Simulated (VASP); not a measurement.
Mg3CdTe4: relaxation of cell and atoms with PBE

The system is Mg3CdTe4.

```
Mg Cd Te
1.0
     4.72555   -0.00163   -0.05223
    -0.00163    4.53350    0.06166
    -0.14680    0.17332   13.02714
Mg Cd Te
3 1 4
Cartesian
  2.4378 2.4224 3.2407
  -0.2049 -0.1414 6.3512
  2.2341 2.4049 9.8489
  -0.0453 0.0638 0.0520
  2.3604 -0.1372 4.8610
  -0.0366 2.5327 8.0305
  2.2591 0.2320 11.2806
  -0.0706 2.2932 1.9490
```

```
Program                : VASP 6.6.1
Task                   : relaxation of cell and atoms
Functional             : PBE
Potentials or basis    : VASP PAW PBE potentials, release 64 (Mg, Cd, Te)
Cutoff                 : 600 eV
k mesh                 : 4 × 4 × 1
Occupations            : gaussian, width 0.1 eV
Spin                   : no spin polarisation
Dipole correction      : no
Further INCAR settings : ALGO = Normal; EDIFF = 1e-06; IBRION = 2; EDIFFG = -0.025; NSW = 80; ISIF = 3
```

The relaxed volume is 34.96 Å³/atom, the relaxed cell is a = 4.650 Å, b = 4.643 Å, c = 12.954 Å, α = 89.95°, β = 89.98°, γ = 90.05° and the space group after relaxing (to 0.05 Å) is Pm (No. 6). The energy gained by relaxing is 138.4 meV/atom and the ionic steps are 20. The pressure after relaxing is 0.0 GPa. The largest force after relaxing is 0.024 eV/Å. The band gap on the k mesh is 1.76 eV, direct.

Forces in eV/Å, atoms in the order of the input:
```
Mg  -0.004  0.019  0.007
Mg   0.009  0.003 -0.019
Mg  -0.003 -0.012 -0.003
Cd   0.007 -0.007  0.022
Te   0.004 -0.006 -0.006
Te  -0.001  0.018  0.001
Te  -0.003 -0.007  0.007
Te  -0.009 -0.006 -0.009
```

The path:
```
step  energy change (eV)  largest force (eV/Å)  pressure (GPa)  volume (Å³)
   1              0.0000                2.6820            1.61       279.00
   2             -0.7345                0.8595           -1.10       293.28
   3             -0.7689                0.8013           -1.64       297.94
   4             -0.9907                0.6532           -0.45       284.16
   5             -1.0268                0.6128            0.43       276.50
   6             -1.0692                0.3046            0.15       278.24
   7             -1.0722                0.2070            0.08       278.83
   8             -1.0871                0.1293           -0.08       280.09
   9             -1.0919                0.1312           -0.22       281.28
  10             -1.0985                0.1155            0.07       278.90
  11             -1.0992                0.1104            0.19       277.91
  12             -1.1036                0.0547            0.06       278.98
  13             -1.1041                0.0702           -0.02       279.57
  14             -1.1055                0.0355           -0.04       279.76
  15             -1.1055                0.0333           -0.05       279.79
  16             -1.1062                0.0273            0.04       279.09
  17             -1.1063                0.0280            0.08       278.80
  18             -1.1069                0.0280            0.01       279.31
  19             -1.1069                0.0330           -0.03       279.70
  20             -1.1073                0.0244           -0.03       279.67
```

Final structure:
```xyz
8
Lattice="4.6497 -0.0019 0.0007 -0.0018 4.6433 0.0022 0.0022 0.0051 12.9537" Properties=species:S:1:pos:R:3 pbc="T T T"
Mg    2.3343    2.3065    3.2706
Mg    4.6383    4.6268    6.4852
Mg    2.3283    2.3420    9.6838
Cd    4.6483    0.0204   12.9466
Te    2.3159    4.6313    4.8809
Te    0.0021    2.3082    8.0852
Te    2.3257    0.0190   11.2720
Te    0.0090    2.3344    1.6787
```

Levels at points of the mesh, in eV from the valence-band top:
| k point | band 18 | band 19 | band 20 | band 21 | band 22 | band 23 | band 24 | band 25 |
| --- | --- | --- | --- | --- | --- | --- | --- | --- |
| (0.00, 0.00, 0.00) | -0.73 | -0.02 | -0.01 | 0.00 | 1.76 | 2.81 | 3.21 | 3.63 |
| (0.50, 0.00, 0.00) | -0.60 | -0.51 | -0.43 | -0.33 | 2.43 | 3.00 | 3.86 | 4.02 |
| (0.00, 0.50, 0.00) | -0.59 | -0.51 | -0.43 | -0.35 | 2.42 | 2.99 | 3.86 | 4.01 |
| (0.50, 0.50, 0.00) | -1.29 | -1.28 | -1.28 | -1.26 | 2.81 | 2.81 | 2.92 | 3.59 |

It took 33 min on 1 thread of AMD EPYC 7R43 64-Core Processor (Zen 3) (shared host), peak memory 0.46 GiB.

Caveat: the k points lie up to 0.49 Å⁻¹ apart in the final cell; spin-orbit coupling is left out, which moves the levels of the heavy elements. As with any semilocal functional, this PBE gap is likely too small.
